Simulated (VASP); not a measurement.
Here is a VASP 6.6.1 calculation.

File INCAR:

```
PREC = Accurate
ENCUT = 600
EDIFF = 1E-6
ISMEAR = 0
SIGMA = 0.05
LREAL = False
LASPH = True
NELM = 80
ALGO = Normal
ISIF = 8
LWAVE = False
LCHARG = False
GGA = PS
IBRION = 2
NSW = 80
EDIFFG = -0.03
```

The input KPOINTS:

```
regular mesh
0
Gamma
  10 10 10
```

POSCAR

```
W
1.0
   -1.5823450000      1.5823450000      1.5823450000
    1.5823450000     -1.5823450000      1.5823450000
    1.5823450000      1.5823450000     -1.5823450000
W
1
Direct
    0.0000000000      0.0000000000      0.0000000000
```

Potentials or basis: VASP PAW PBE potentials, release 64 (W_sv).

Command:

```sh
$ cat potpaw_PBE.64/W_sv/POTCAR > POTCAR
$ mpirun -np 1 vasp_std > vasp.out
```

Predict the relaxed volume.

15.74 Å³/atom.

Estimate the relaxed cell.

a = 2.734 Å, b = 2.734 Å, c = 2.734 Å, α = 109.47°, β = 109.47°, γ = 109.47°.

Estimate the band gap on the k mesh.

zero (band 7 reaches 16.60 eV, above the bottom of band 8 at 10.12 eV).

Predict the space group after relaxing (to 0.05 Å).

Im-3m (No. 229).

The path:
| step | energy change (eV) | largest force (eV/Å) | pressure (GPa) | volume (Å³) |
| --- | --- | --- | --- | --- |
| 1 | 0.0000 | 0.0000 | -2.27 | 15.85 |
| 2 | 0.0101 | 0.0000 | 8.94 | 15.34 |
| 3 | -0.0008 | 0.0000 | 0.01 | 15.74 |

Caveat: the PAW data sets were made with another functional, which shifts forces and pressure a little; spin-orbit coupling is left out, which moves the levels of the heavy elements.
